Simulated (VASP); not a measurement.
Write the native input for VASP 6.6.1 that does the following.

* Task: single point
* Functional: PBE
* Potentials or basis: VASP PAW PBE potentials, release 64 (Ca_sv, O)
* Cutoff: 520 eV
* k mesh: 8 × 8 × 4
* Occupations: gaussian, width 0.02 eV
* Spin: no spin polarisation
* Dipole correction: no
* Further INCAR settings: ALGO = Normal; EDIFF = 1e-06; NBANDS = 42

The structure of CaO lies in POSCAR:

```
CaO
1.0
    2.4153549801     -2.4153981776      0.0000000000
    2.4153549801      2.4153981776      0.0000000000
    0.0000000000      0.0000000000      9.6628447010
Ca O
4 4
Direct
    0.2500085928      0.7499914072      0.1249981604
    0.7499914072      0.2500085928      0.8750018396
    0.2499914072      0.7500085928      0.6249981604
    0.7500085928      0.2499914072      0.3750018396
    0.2499875954      0.7500124046      0.3750016519
    0.7500124046      0.2499875954      0.6249983481
    0.2500124046      0.7499875954      0.8750016519
    0.7499875954      0.2500124046      0.1249983481
```

One way to write it, as run:

INCAR

```
SYSTEM = CaO
ALGO = Normal ; EDIFF = 1E-6
ENCUT = 520 ; GGA = PE
ISIF = 2 ; ISMEAR = 0
LASPH = .TRUE. ; LCHARG = .TRUE.
LELF = .TRUE. ; LREAL = .FALSE.
LVHAR = .TRUE. ; LWAVE = .FALSE.
NBANDS = 42 ; NELM = 100
PREC = Accurate ; SIGMA = 0.02
```

KPOINTS

```
k-points
0
G
  8 8 4
  0 0 0
```

Potentials or basis: VASP PAW PBE potentials, release 64 (Ca_sv, O).

Launch:

```console
$ cat potpaw_PBE.64/Ca_sv/POTCAR potpaw_PBE.64/O/POTCAR > POTCAR
$ mpirun -np 1 vasp_std > vasp.out
```

Results of the run:

```json
{
 "Pressure": "0.6 GPa",
 "Band gap on the k mesh": "3.64 eV"
}
```

It took 8.3 min on 1 thread of Oxide Virtual Turin-like Processor, with other jobs on the host, peak memory 0.33 GiB.
